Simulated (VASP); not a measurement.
Runs of VASP 6.6.1 on TaN. The structure is that of space group Fm-3m (No. 225), or close to it. The cells are those of the table. 

```tsv
task	level	potentials or basis	cell	k mesh	cutoff (eV)	smearing	second run	gap on the mesh (eV)	pressure (GPa)
single point	LDA	VASP PAW LDA potentials, release 64 (Ta_pv, N)	a = 3.082 Å, angles 60.0°, 2 atoms	8 × 8 × 8	600	gaussian 0.1 eV	-	none	-0.3
single point	revPBE	VASP PAW PBE potentials, release 64 (Ta_pv, N)	a = 3.075 Å, angles 60.0°, 2 atoms	16 × 16 × 16	520	tetrahedron	-	none	(a)
single point	LDA	VASP PAW LDA potentials, release 64 (Ta_sv_GW, N)	a = 3.075 Å, angles 60.0°, 2 atoms	18 × 18 × 18	600	gaussian 0.15 eV	valence_matched	none	1.1
single point	LDA	VASP PAW LDA potentials, release 64 (Ta_pv, N)	a = 3.075 Å, angles 60.0°, 2 atoms	18 × 18 × 18	520	gaussian 0.15 eV	-	none	2.0
single point	LDA	VASP PAW LDA potentials, release 64 (Ta_pv, N)	a = 3.075 Å, angles 60.0°, 2 atoms	16 × 16 × 16	520	gaussian 0.1 eV	-	none	2.0
```

Alike in all rows: no spin polarisation.

Fill in the values left out.

(a) 22.2.

Caveats: spin-orbit coupling is left out, which moves the levels of the heavy elements; the PAW data sets were made with another functional, which shifts forces and pressure a little (some runs).

A k mesh can miss the band edges, and the runs leave out spin-orbit coupling on Ta.

A gap of «none» marks levels without a gap at the run's occupations.

The runs don't all hold the same shells in valence.
